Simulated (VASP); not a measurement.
BaZrBe3F12, 17 atoms in the cell. The cell holds an amorphous packing of atoms, 17 atoms: a = 6.287 Å, b = 6.312 Å, c = 6.080 Å, α = 88.24°, β = 88.34°, γ = 91.30°. 

* Program: VASP 6.6.1
* Task: single point
* Functional: PBE
* Potentials or basis: VASP PAW PBE potentials, release 64 (Zr_sv, F, Ba_sv, Be)
* Cutoff: 520 eV
* k mesh: 1 × 1 × 1
* Occupations: fermi-dirac, width 0.1637 eV
* Spin: no spin polarisation
* Dipole correction: no
* Further INCAR settings: LREAL = Auto; ALGO = Normal; EDIFF = 1e-07; NBANDS = 70; ISYM = 0

Potentials or basis: VASP PAW PBE potentials, release 64 (Zr_sv, F, Ba_sv, Be).

Run with:

```sh
$ cat potpaw_PBE.64/Zr_sv/POTCAR potpaw_PBE.64/F/POTCAR potpaw_PBE.64/Ba_sv/POTCAR potpaw_PBE.64/Be/POTCAR > POTCAR
$ mpirun -np 1 vasp_gam > vasp.out
```

Hardware: 1 thread of AMD EPYC 7R43 64-Core Processor (Zen 3) (shared host).

Task: How long does it take, and how much memory?

Result: Wall time 54 s on 1 thread of AMD EPYC 7R43 64-Core Processor (Zen 3) (shared host), peak memory 0.28 GiB. Counts: scf iterations 19, k points 1.
